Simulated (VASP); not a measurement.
Set up this calculation in VASP 6.6.1, as the native input.

* Task: single point
* Functional: PBEsol
* Dispersion: D3(BJ)
* Potentials or basis: VASP PAW PBE potentials, release 64 (W_sv, C)
* Cutoff: 520 eV
* k mesh: 10 × 10 × 10
* Occupations: fermi-dirac, width 0.05 eV
* Spin: no spin polarisation
* Dipole correction: no
* Further INCAR settings: ALGO = Normal; EDIFF = 1e-07; NBANDS = 16

The structure of WC lies in POSCAR:

```
WC
1.0
    0.0000000000      2.1620981297      2.1620981297
    2.1620981297      0.0000000000      2.1620981297
    2.1620981297      2.1620981297      0.0000000000
W C
1 1
Direct
    0.0000000000      0.0000000000      0.0000000000
    0.5000000000      0.5000000000      0.5000000000
```

One way to write it, as run:

INCAR

```
SYSTEM = WC
  ALGO = Normal
  EDIFF = 1E-7
  ENCUT = 520
  GGA = PS
  ISIF = 2
  ISMEAR = -1
  IVDW = 12
  LASPH = .TRUE.
  LCHARG = .FALSE.
  LREAL = .FALSE.
  LWAVE = .FALSE.
  NBANDS = 16
  NELM = 100
  PREC = Accurate
  SIGMA = 0.05
```

KPOINTS

```
k-points
0
G
  10 10 10
  0 0 0
```

Potentials or basis: VASP PAW PBE potentials, release 64 (W_sv, C).

The run is started by

```sh
$ cat potpaw_PBE.64/W_sv/POTCAR potpaw_PBE.64/C/POTCAR > POTCAR
$ mpirun -np 1 vasp_std > vasp.out
```

Results of the run:

```yaml
Pressure: -0.4 GPa
Band_gap_on_the_k_mesh: zero (band 9 reaches 14.05 eV, above the bottom of band 10 at 10.65 eV)
Dispersion_energy_per_atom: -0.462 eV
```

Caveat: three body term missing; the PAW data sets were made with another functional, which shifts forces and pressure a little; spin-orbit coupling is left out, which moves the levels of the heavy elements; pairwise dispersion overbinds metals, which lowers pressure and volume.

It took 6.9 s on 1 thread of AMD EPYC 9R45 96-Core Processor (Zen 5), with other jobs on the host, peak memory 0.13 GiB.
